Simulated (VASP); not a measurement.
Wanted: the native input for a VASP 6.6.1 run.

| Quantity | Value |
| --- | --- |
| Task | single point |
| Functional | PBEsol |
| Potentials or basis | VASP PAW PBE potentials, release 64 (Ru_pv) |
| Cutoff | 520 eV |
| k mesh | 18 × 18 × 10 |
| Occupations | fermi-dirac, width 0.15 eV |
| Spin | no spin polarisation |
| Dipole correction | no |
| Further INCAR settings | ALGO = Normal; EDIFF = 1e-07; NBANDS = 21 |

The structure of Ru lies in POSCAR:

```
Ru
1.0
    2.6916927101      0.0000000000      0.0000000000
   -1.3458463550      2.3310742662      0.0000000000
    0.0000000000      0.0000000000      4.2517439356
Ru
2
Direct
    0.3333333333      0.6666666667      0.2500000000
    0.6666666667      0.3333333333      0.7500000000
```

One way to write it, as run:

INCAR

```
ALGO = Normal ; EDIFF = 1E-7
ENCUT = 520 ; GGA = PS
ISIF = 2 ; ISMEAR = -1
LASPH = True ; LCHARG = True
LELF = True ; LREAL = False
LVHAR = True ; LWAVE = False
NBANDS = 21 ; NELM = 100
PREC = Accurate ; SIGMA = 0.15
```

KPOINTS

```
k-points
0
Gamma
  18 18 10
```

Potentials or basis: VASP PAW PBE potentials, release 64 (Ru_pv).

Command:

```bash
$ cat potpaw_PBE.64/Ru_pv/POTCAR > POTCAR
$ mpirun -np 1 vasp_std > vasp.out
```

It gave:

```
Pressure               : -0.1 GPa
Band gap on the k mesh : zero (bands 14 and 15 overlap by 3.21 eV)
```

Caveat: the PAW data sets were made with another functional, which shifts forces and pressure a little.

Wall time 2.6 min on 1 thread of Intel Xeon 8259CL (shared host), peak memory 0.21 GiB.
